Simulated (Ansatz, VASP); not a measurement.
**One calculation of MnGa7As8, two programs**

```xyz
16
Lattice="0.0000 5.6537 5.6537 5.6537 0.0000 5.6537 5.6537 5.6537 0.0000" Properties=species:S:1:pos:R:3 pbc="T T T"
Mn    5.6514    0.0095    5.6547
Ga    2.8242    2.8351    0.0148
Ga    2.8266    0.0230    2.8284
Ga    5.6383    2.8371    2.8268
Ga    0.0124    2.8371    2.8275
Ga    2.8259    5.6496    2.8284
Ga    2.8256    2.8369    5.6413
Ga    5.6533    5.6638    5.6542
As    1.4224    1.4327    1.4262
As    4.2267    4.2386    1.4247
As    4.2282    1.4347    4.2303
As    7.0671    4.2482    4.2396
As    1.4228    4.2393    4.2307
As    4.2378    7.0785    4.2400
As    4.2383    4.2492    7.0690
As    7.0676    7.0783    7.0697
```

Alike in both runs: task single point; functional PBEsol; k mesh 3 × 3 × 3; occupations gaussian, width 0.05 eV; no spin polarisation.

|  | VASP | Ansatz |
| --- | --- | --- |
| version | VASP 6.6.1 | Ansatz 0.2.0 |
| potentials or method | VASP PAW PBE potentials, release 64 (Mn_pv, Ga_d, As), cutoff 520 eV | scalar-relativistic, plane waves, PAW |
| valence electrons in the cell | 144 | 226 |

Ansatz gave:

* gap on the k mesh at the Fermi level (eV): none
* pressure (GPa): -1.5
* rms of the force components (eV/Å): 0.446

Estimate VASP's values.

gap on the k mesh at the Fermi level (eV): none; pressure (GPa): -1.3; rms of the force components (eV/Å): 0.444.

VASP's potentials were made for PBE, not for PBEsol. Atom by atom the forces differ by 0.005 eV/Å (rms over components). A gap of «none» marks a metal or a gap that the smearing closes. The functional is the same, so the differences come from potentials, cutoffs and numerics. VASP's potentials hold 144 valence electrons a cell and Ansatz's 226, so a difference there can come from the potentials and not from the codes.
